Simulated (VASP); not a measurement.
# CoO (R-3m) in VASP: notebook, part 2 of 2

VASP 6.6.1. The steps go on from the part before.

## Step 3: Single point, PBEsol, collinear spin, ferromagnetic start

File INCAR:

```
SYSTEM = CoO
PREC = Accurate ; ENCUT = 520
EDIFF = 1E-6 ; ISMEAR = -1
SIGMA = 0.05 ; LREAL = .FALSE.
LASPH = .TRUE. ; NELM = 150
ALGO = Normal ; ISIF = 2
LWAVE = .FALSE. ; LCHARG = .FALSE.
ISPIN = 2 ; MAGMOM = 2 0
LORBIT = 11 ; LMAXMIX = 4
GGA = PS ; NBANDS = 18
```

File KPOINTS:

```
regular mesh
0
G
  11 11 11
  0 0 0
```

File POSCAR:

```
CoO
1.0
    1.5054695445      0.8691832468      2.4399269062
   -1.5054695445      0.8691832468      2.4399269062
    0.0000000000     -1.7383664936      2.4399269062
Co O
1 1
Direct
    0.0000000000      0.0000000000      0.0000000000
    0.5000000000      0.5000000000      0.5000000000
```

Potentials or basis: VASP PAW PBE potentials, release 64 (Co, O).

Run with:

```bash
$ cat potpaw_PBE.64/Co/POTCAR potpaw_PBE.64/O/POTCAR > POTCAR
$ mpirun -np 1 vasp_std > vasp.out
```

OUTCAR:

```text
SYSTEM = CoO
   PREC = Accurate
   ENCUT = 520
   EDIFF = 1E-6
   ISMEAR = -1
   LREAL = .FALSE.
   LASPH = .TRUE.
   NELM = 150
   ISIF = 2
   ISPIN = 2
   LORBIT = 11
   GGA = PS

 ion  position               nearest neighbor table
   1  0.000  0.000  0.000-   2 2.12   2 2.12   2 2.12   2 2.12   2 2.12   2 2.12
   2  0.500  0.500  0.500-   1 2.12   1 2.12   1 2.12   1 2.12   1 2.12   1 2.12

  LATTYP: Found a trigonal (rhomboedric) cell.
 ALAT       =     2.9958573687
 COS(alpha) =     0.4949531368

  Lattice vectors:

 A1 = (   1.5054695445,   0.8691832468,   2.4399269062)
 A2 = (  -1.5054695445,   0.8691832468,   2.4399269062)
 A3 = (   0.0000000000,  -1.7383664936,   2.4399269062)

Analysis of symmetry for initial positions (statically):
=====================================================================
 Subroutine PRICEL returns:
 Original cell was already a primitive cell.

 Routine SETGRP: Setting up the symmetry group for a
 trigonal (rhombohedral) supercell.

 Subroutine GETGRP returns: Found 12 space group operations
 (whereof 12 operations were pure point group operations)
[... 696 lines left out ...]
      1     -11.8319      1.00000
      2       5.2682      1.00000
      3       5.2682      1.00000
      4       5.3222      1.00000
      5       6.8118      1.00000
      6       6.8118      1.00000
[... 493 lines left out ...]
     17      36.1753      0.00000
     18      37.9568      0.00000

 [... further k-points ...]
[... 5 lines left out ...]
  --------------------------------------------------------------------------------------
  -------------------------------------------------------------------------------------
  Total       -1.1816675     -1.1816675     -1.2187810      0.0000000      0.0000000     -0.0000000
  in kB      -98.8312926    -98.8312926   -101.9353618      0.0000000      0.0000000     -0.0000000
  external PRESSURE =     -99.8659823 kB  Pullay stress =       0.0000000 kB

 VOLUME and BASIS-vectors are now :
 -----------------------------------------------------------------------------
  energy-cutoff  :      520.00
  volume of cell :       19.16
      direct lattice vectors                 reciprocal lattice vectors
     1.505469544  0.869183247  2.439926906     0.332122295  0.191750896  0.136616114
    -1.505469544  0.869183247  2.439926906    -0.332122295  0.191750896  0.136616114
     0.000000000 -1.738366494  2.439926906     0.000000000 -0.383501793  0.136616114

 POSITION                                       TOTAL-FORCE (eV/Angst)
 -----------------------------------------------------------------------------------
      0.00000      0.00000      0.00000        -0.000000      0.000000     -0.000000
      0.00000      0.00000      3.65989         0.000000     -0.000000      0.000000
 -----------------------------------------------------------------------------------
    total drift:                               -0.000000      0.000000     -0.000000

  FREE ENERGIE OF THE ION-ELECTRON SYSTEM (eV)
  ---------------------------------------------------
  free  energy   TOTEN  =       -13.9721272759 eV

  energy  without entropy=      -13.9394595839  energy(sigma->0) =      -13.95579343

 total charge

# of ion       s       p       d       tot
------------------------------------------
    1        0.300   0.367   7.150   7.817
    2        1.551   3.403   0.000   4.954
--------------------------------------------------
tot          1.850   3.770   7.150  12.771

 magnetization (x)

# of ion       s       p       d       tot
------------------------------------------
    1        0.020   0.018   2.511   2.548
    2        0.029   0.281   0.000   0.310
--------------------------------------------------
tot          0.049   0.298   2.511   2.859
```

OSZICAR:

```text
N       E                     dE             d eps       ncg     rms          rms(c)
DAV:   1     0.762417295752E+02    0.76242E+02   -0.65273E+03 10960   0.956E+02
DAV:   2    -0.115402344171E+02   -0.87782E+02   -0.75733E+02 11072   0.221E+02
DAV:   3    -0.162446151678E+02   -0.47044E+01   -0.45416E+01 12244   0.543E+01
DAV:   4    -0.162920877263E+02   -0.47473E-01   -0.47431E-01 12798   0.521E+00
DAV:   5    -0.162931533550E+02   -0.10656E-02   -0.10654E-02 12972   0.779E-01    0.162E+01
DAV:   6    -0.153563718736E+02    0.93678E+00   -0.16358E+01 13292   0.612E+01    0.198E+01
DAV:   7    -0.140786042743E+02    0.12778E+01   -0.71949E+00 12930   0.472E+01    0.801E+00
DAV:   8    -0.139897303910E+02    0.88874E-01   -0.36797E-01 14992   0.938E+00    0.414E+00
DAV:   9    -0.139837626742E+02    0.59677E-02   -0.24103E-01 15422   0.814E+00    0.288E+00
DAV:  10    -0.139770000708E+02    0.67626E-02   -0.60346E-02 15558   0.456E+00    0.992E-01
DAV:  11    -0.139722622930E+02    0.47378E-02   -0.36986E-02 14986   0.307E+00    0.371E-01
DAV:  12    -0.139721687642E+02    0.93529E-04   -0.33875E-03 14086   0.663E-01    0.100E-01
DAV:  13    -0.139721492760E+02    0.19488E-04   -0.18543E-04 12462   0.111E-01    0.863E-02
DAV:  14    -0.139721263700E+02    0.22906E-04   -0.45993E-05 16128   0.905E-02    0.190E-02
DAV:  15    -0.139721272759E+02   -0.90594E-06   -0.41907E-06 12814   0.201E-02
   1 F= -.13972127E+02 E0= -.13955793E+02  d E =-.326677E-01  mag=     2.9110
```

It took 83 s on 1 thread of Intel Xeon Platinum 8259CL at 2.50GHz (Skylake/Cascade Lake), shared host; peak memory 0.2 GiB.

What came out:

* Free energy: -13.9721 eV
* Pressure: -10.0 GPa
* Net moment: 2.91 μB per cell
* Site moments: Co +2.55; O +0.31 μB
* Valence electrons inside the program's atomic spheres: Co 7.82; O 4.95

Stress tensor (GPa, compression positive):
```
 -9.88   0.00   0.00
  0.00  -9.88   0.00
  0.00   0.00 -10.19
```

Caveat: the PAW data sets were made with another functional, which shifts forces and pressure a little; a cell with one magnetic atom can't hold antiferromagnetic order, which such compounds often take; semilocal functionals often make such compounds metallic where correlation or magnetic order opens a gap, which also shifts bond lengths. With open d or f shells a metallic result of PBEsol can be an artefact of self-interaction; +U or a hybrid may open a gap.

## Step 4: Single point, PBE, collinear spin, zero start

File INCAR:

```
SYSTEM = CoO
PREC = Accurate
ENCUT = 520
EDIFF = 1E-7
ISMEAR = -1
SIGMA = 0.05
LREAL = .FALSE.
LASPH = .TRUE.
NELM = 150
ALGO = Normal
ISIF = 2
LWAVE = .FALSE.
LCHARG = .TRUE.
ISPIN = 2
MAGMOM = 0 0
LORBIT = 11
NUPDOWN = 0.0
LMAXMIX = 4
GGA = PE
LELF = .TRUE.
LVHAR = .TRUE.
NBANDS = 18
```

File KPOINTS:

```
regular mesh
0
G
  9 9 9
  0 0 0
```

POSCAR is that of step 3.

Run with:

```bash
$ cat potpaw_PBE.64/Co/POTCAR potpaw_PBE.64/O/POTCAR > POTCAR
$ mpirun -np 1 vasp_std > vasp.out
```

It took 27 s on 1 thread of Intel Xeon Platinum 8488C (Sapphire Rapids), shared host; peak memory 0.18 GiB.

The run converged. Its results:

* Free energy: -12.6113 eV
* Pressure: -18.2 GPa
* Net moment: 0.00 μB per cell
* Valence electrons inside the program's atomic spheres: Co 7.92; O 4.92

Stress tensor (GPa, compression positive):
```
-18.43   0.00   0.00
  0.00 -18.43   0.00
  0.00   0.00 -17.80
```

Caveat: the total moment is fixed, so each spin has its own Fermi level.

## Step 5: Single point, PBE, collinear spin, ferromagnetic start

File INCAR:

```
SYSTEM = CoO
ALGO = Normal
EDIFF = 1E-7
ENCUT = 520
GGA = PE
ISIF = 2
ISMEAR = -1
ISPIN = 2
LASPH = .True.
LCHARG = .True.
LELF = .True.
LMAXMIX = 4
LORBIT = 11
LREAL = .False.
LVHAR = .True.
LWAVE = .False.
MAGMOM = 0.5 0
NBANDS = 18
NELM = 150
NUPDOWN = 0.5
PREC = Accurate
SIGMA = 0.05
```

File KPOINTS:

```
k-points
0
Gamma
  9 9 9
  0 0 0
```

POSCAR is that of step 4.

Potentials or basis: VASP PAW PBE potentials, release 64 (Co, O).

Run with:

```bash
$ cat potpaw_PBE.64/Co/POTCAR potpaw_PBE.64/O/POTCAR > POTCAR
$ mpirun -np 1 vasp_std > vasp.out
```

OUTCAR:

```text
SYSTEM = CoO
   EDIFF = 1E-7
   ENCUT = 520
   GGA = PE
   ISIF = 2
   ISMEAR = -1
   ISPIN = 2
   LASPH = .True.
   LORBIT = 11
   LREAL = .False.
   NELM = 150
   NUPDOWN = 0.5
   PREC = Accurate

 ion  position               nearest neighbor table
   1  0.000  0.000  0.000-   2 2.12   2 2.12   2 2.12   2 2.12   2 2.12   2 2.12
   2  0.500  0.500  0.500-   1 2.12   1 2.12   1 2.12   1 2.12   1 2.12   1 2.12

  LATTYP: Found a trigonal (rhomboedric) cell.
 ALAT       =     2.9958573687
 COS(alpha) =     0.4949531368

  Lattice vectors:

 A1 = (   1.5054695445,   0.8691832468,   2.4399269062)
 A2 = (  -1.5054695445,   0.8691832468,   2.4399269062)
 A3 = (   0.0000000000,  -1.7383664936,   2.4399269062)

Analysis of symmetry for initial positions (statically):
=====================================================================
 Subroutine PRICEL returns:
 Original cell was already a primitive cell.

 Routine SETGRP: Setting up the symmetry group for a
 trigonal (rhombohedral) supercell.

 Subroutine GETGRP returns: Found 12 space group operations
 (whereof 12 operations were pure point group operations)
 out of a pool of 12 trial point group operations.

The static configuration has the point symmetry D_3d.

Analysis of symmetry for dynamics (positions and initial velocities):
=====================================================================
 Subroutine PRICEL returns:
 Original cell was already a primitive cell.

 Routine SETGRP: Setting up the symmetry group for a
 trigonal (rhombohedral) supercell.

 Subroutine GETGRP returns: Found 12 space group operations
 (whereof 12 operations were pure point group operations)
 out of a pool of 12 trial point group operations.

The dynamic configuration has the point symmetry D_3d.

Analysis of structural, dynamic, and magnetic symmetry:
=====================================================================
 Subroutine PRICEL returns:
 Original cell was already a primitive cell.

 Routine SETGRP: Setting up the symmetry group for a
 trigonal (rhombohedral) supercell.

 Subroutine GETGRP returns: Found 12 space group operations
 (whereof 12 operations were pure point group operations)
 out of a pool of 12 trial point group operations.

The overall configuration has the point symmetry D_3d.

 Subroutine INISYM returns: Found 12 space group operations
 (whereof 12 operations are pure point group operations),
 and found     1 'primitive' translations

----------------------------------------------------------------------------------------

                                     Primitive cell

  volume of cell :      19.1563

  direct lattice vectors                    reciprocal lattice vectors
     1.505469544  0.869183247  2.439926906     0.332122295  0.191750896  0.136616114
    -1.505469544  0.869183247  2.439926906    -0.332122295  0.191750896  0.136616114
     0.000000000 -1.738366494  2.439926906     0.000000000 -0.383501793  0.136616114

  length of vectors
     2.995857369  2.995857369  2.995857369     0.407108816  0.407108816  0.407108816

  position of ions in fractional coordinates (direct lattice)
     0.000000000  0.000000000  0.000000000
     0.500000000  0.500000000  0.500000000

  ion indices of the primitive-cell ions
   primitive index   ion index
[... 61 lines left out ...]
   ions per type =               1   1
   NGX,Y,Z   is equivalent  to a cutoff of  13.32, 13.32, 13.32 a.u.
   NGXF,Y,Z  is equivalent  to a cutoff of  26.64, 26.64, 26.64 a.u.
 SYSTEM =  CoO
   PREC   = accura    normal or accurate (medium, high low for compatibility)
   ISTART =      0    job   : 0-new  1-cont  2-samecut
   ICHARG =      2    charge: 1-file 2-atom 10-const
   ISPIN  =      2    spin polarized calculation?
   LNONCOLLINEAR =      F non collinear calculations
   LSORBIT =      F    spin-orbit coupling
   LASPH  =      T    aspherical Exc in radial PAW
   ENCUT  =  520.0 eV  38.22 Ry    6.18 a.u.   5.57  5.57  5.57*2*pi/ulx,y,z
   NELM   =    150;   NELMIN=  2; NELMDL= -5     # of ELM steps
   EDIFF  = 0.1E-06   stopping-criterion for ELM
   LREAL  =      F    real-space projection
   EDIFFG = 0.1E-05   stopping-criterion for IOM
   NSW    =      0    number of steps for IOM
   IBRION =     -1    ionic relax: 0-MD 1-quasi-New 2-CG
   NFREE  =      0    steps in history (QN), initial steepest desc. (CG)
   ISIF   =      2    stress and relaxation
   ISYM   =      2    0-nonsym 1-usesym 2-fastsym
   POTIM  = 0.5000    time-step for ionic-motion
   TEBEG  =    0.0;   TEEND  =   0.0 temperature during run
   PSTRESS=    0.0 pullay stress
   NELECT =      15.0000    total number of electrons
   NUPDOWN=       0.5000    fix difference up-down
   EMIN   =  10.00;   EMAX   =-10.00  energy-range for DOS
   EFERMI =   0.00;   METHOD = LEGACY
   ISMEAR =    -1;   SIGMA  =   0.05  broadening in eV -4-tet -1-fermi 0-gaus
   EFERMI_NEDOS =   21; number of points for ismear=-14 and -15
   IALGO  =     38    algorithm
   IMIX   =      4    mixing-type and parameters
     AMIX     =   0.40;   BMIX     =  1.00
     AMIX_MAG =   1.60;   BMIX_MAG =  1.00
  volume/ion in A,a.u.               =       9.58        64.64
  Fermi-wavevector in a.u.,A,eV,Ry     =   1.508927  2.851458 30.978555  2.276860
  Thomas-Fermi vector in A             =   2.619316
   LORBIT       =     11    0 simple, 1 ext, 2 COOP (PROOUT), +10 PAW based schemes
   GGA     = PE    functional components
   LHFCALC =     F    Hartree Fock is set to
   AEXX    =    0.0000 exact exchange contribution
   IVDW    =     0    specifies the selected vdW correction
   LEPSILON=     F    determine dielectric tensor
   LRPA    =     F    only Hartree local field effects (RPA)
 spin polarized calculation
  energy-cutoff  :      520.00
  volume of cell :       19.16
 maximum number of plane-waves:       534
 NGX is ok and might be reduce to    24
   NGX = 11   NGY = 11   NGZ = 11

 number of electron      15.0000006 magnetization       0.5000000

 Free energy of the ion-electron system (eV)
  ---------------------------------------------------
  ext. energy  EPLUGINS =         0.00000000
  ---------------------------------------------------
  free energy    TOTEN  =       -12.66281160 eV

  energy without entropy =      -12.63781135  energy(sigma->0) =      -12.65031147

 E-fermi :   8.0421     XC(G=0): -12.4681

 val. band max:        8.0277599835   @ k =  -0.2222  -0.3333   0.1111
 cond. band min:       7.6561356433   @ k =   0.4444   0.3333   0.2222
 fundamental gap:     -0.3716243402
 Fermi energy:         7.6543940711

 spin component 1

 k-point     1 :       0.0000    0.0000    0.0000
  band No.  band energies     occupation
      1     -12.5134      1.00000
      2       4.5260      1.00000
      3       4.5260      1.00000
      4       4.5761      1.00000
      5       6.2960      1.00000
      6       6.2960      1.00000
[... 493 lines left out ...]
     17      39.4731      0.00000
     18      39.5128      0.00000

 [... further k-points ...]

 spin component 2

 k-point     1 :       0.0000    0.0000    0.0000
  band No.  band energies     occupation
      1     -12.5416      1.00000
      2       4.4880      1.00000
      3       4.4880      1.00000
      4       4.5316      1.00000
      5       6.5433      1.00000
      6       6.5433      1.00000
[... 493 lines left out ...]
     17      39.4672      0.00000
     18      39.5045      0.00000

 [... further k-points ...]
[... 5 lines left out ...]
  --------------------------------------------------------------------------------------
  -------------------------------------------------------------------------------------
  Total       -2.0441849     -2.0441849     -1.9813137      0.0000000      0.0000000      0.0000000
  in kB     -170.9697889   -170.9697889   -165.7114183      0.0000000      0.0000000      0.0000000
  external PRESSURE =    -169.2169987 kB  Pullay stress =       0.0000000 kB

 VOLUME and BASIS-vectors are now :
 -----------------------------------------------------------------------------
  energy-cutoff  :      520.00
  volume of cell :       19.16
      direct lattice vectors                 reciprocal lattice vectors
     1.505469544  0.869183247  2.439926906     0.332122295  0.191750896  0.136616114
    -1.505469544  0.869183247  2.439926906    -0.332122295  0.191750896  0.136616114
     0.000000000 -1.738366494  2.439926906     0.000000000 -0.383501793  0.136616114

 POSITION                                       TOTAL-FORCE (eV/Angst)
 -----------------------------------------------------------------------------------
      0.00000      0.00000      0.00000        -0.000000     -0.000000     -0.000000
      0.00000      0.00000      3.65989         0.000000      0.000000      0.000000
 -----------------------------------------------------------------------------------
    total drift:                               -0.000000      0.000000     -0.000000

  FREE ENERGIE OF THE ION-ELECTRON SYSTEM (eV)
  ---------------------------------------------------
  free  energy   TOTEN  =       -12.6628116006 eV

  energy  without entropy=      -12.6378113455  energy(sigma->0) =      -12.65031147

 total charge

# of ion       s       p       d       tot
------------------------------------------
    1        0.276   0.329   7.312   7.916
    2        1.559   3.364   0.000   4.924
--------------------------------------------------
tot          1.835   3.693   7.312  12.840

 magnetization (x)

# of ion       s       p       d       tot
------------------------------------------
    1        0.008   0.004   0.511   0.524
    2        0.013  -0.042   0.000  -0.029
--------------------------------------------------
tot          0.021  -0.038   0.511   0.494
```

stdout:

```text
POSCAR found type information on POSCAR CoO
 POSCAR found :  2 types and       2 ions
 scaLAPACK will be used
 LDA part: xc-table for (Slater+PW92), standard interpolation
 POSCAR, INCAR and KPOINTS ok, starting setup
 FFT: planning ... GRIDC
 FFT: planning ... GRID_SOFT
 FFT: planning ... GRID
 WAVECAR not read
 entering main loop
```

Wall time 45 s (1 thread of Intel Xeon Platinum 8488C (Sapphire Rapids), shared host); peak memory 0.18 GiB.

What came out:

| Quantity | Value |
| --- | --- |
| Free energy | -12.6628 eV |
| Pressure | -16.9 GPa |
| Net moment | 0.50 μB per cell |
| Site moments | Co +0.52; O -0.03 μB |
| Valence electrons inside the program's atomic spheres | Co 7.92; O 4.92 |

Caveat: the total moment is fixed, so each spin has its own Fermi level; a cell with one magnetic atom can't hold antiferromagnetic order, which such compounds often take.

## Step 6: The runs side by side

| level | potentials or basis | spin | fixed moment (μB) | k mesh | gap on the mesh (eV) | pressure (GPa) | moment (μB) |
| --- | --- | --- | --- | --- | --- | --- | --- |
| LDA | VASP PAW LDA potentials, release 64 (Co, O) | collinear, ferromagnetic start | - | 11 × 11 × 11 | none | -19.4 | 2.71 |
| PBEsol | VASP PAW PBE potentials, release 64 (Co, O) | collinear, ferromagnetic start | - | 11 × 11 × 11 | none | -10.0 | 2.91 |
| PBE | VASP PAW PBE potentials, release 64 (Co, O) | collinear, zero start | 0.0 | 9 × 9 × 9 | - | -18.2 | 0.00 |
| PBE | VASP PAW PBE potentials, release 64 (Co, O) | collinear, ferromagnetic start | 0.5 | 9 × 9 × 9 | - | -16.9 | 0.50 |

Alike in all rows: task single point; cell as given; cutoff (eV) 520; smearing fermi-dirac 0.05 eV.

Caveats: a cell with one magnetic atom can't hold antiferromagnetic order, which such compounds often take (some runs); semilocal functionals often make such compounds metallic where correlation or magnetic order opens a gap, which also shifts bond lengths (some runs); the total moment is fixed, so each spin has its own Fermi level (some runs); the PAW data sets were made with another functional, which shifts forces and pressure a little (some runs).

Absolute energies hang on the potentials; compare differences alone.
